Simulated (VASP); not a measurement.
Runs of VASP 6.6.1 on Ir. The structure is that of space group P6/mmm (No. 191), or close to it. The cells are those of the table. 

```csv
task,potentials or basis,cell,k mesh,cutoff (eV),second run,gap on the mesh (eV),pressure (GPa)
single point,"VASP PAW PBE potentials, release 64 (Ir)","a = 4.276, b = 4.276, c = 2.637 Å, angles 90.0, 90.0, 120.0°, 3 atoms",11 × 11 × 15,520,-,none,17.3
single point,"VASP PAW PBE potentials, release 64 (Ir)","a = 4.447, b = 4.447, c = 2.743 Å, angles 90.0, 90.0, 120.0°, 3 atoms",11 × 11 × 15,520,-,none,(a)
single point,"VASP PAW PBE potentials, release 64 (Ir)","a = 4.153, b = 4.153, c = 2.562 Å, angles 90.0, 90.0, 120.0°, 3 atoms",11 × 11 × 15,520,-,none,64.9
relaxation of cell and atoms,"VASP PAW PBE potentials, release 64 (Ir)","relaxed from a = 4.308, b = 4.308, c = 2.641 Å, angles 90.0, 90.0, 120.0°, 3 atoms",9 × 9 × 12,600,-,none,0.0
single point,"VASP PAW PBE potentials, release 64 (Ir_sv_GW)","a = 4.276, b = 4.276, c = 2.637 Å, angles 90.0, 90.0, 120.0°, 3 atoms",11 × 11 × 15,500,valence_matched,none,12.7
```

Alike in all rows: level PBEsol; no spin polarisation; smearing fermi-dirac 0.1 eV.

Q: Estimate the missing entries.

A: (a) -22.2.

Caveats: the PAW data sets were made with another functional, which shifts forces and pressure a little; spin-orbit coupling is left out, which moves the levels of the heavy elements.

A k mesh can miss the band edges, and the runs leave out spin-orbit coupling on Ir.

A gap of «none» marks levels without a gap at the run's occupations.

The runs don't all hold the same shells in valence.
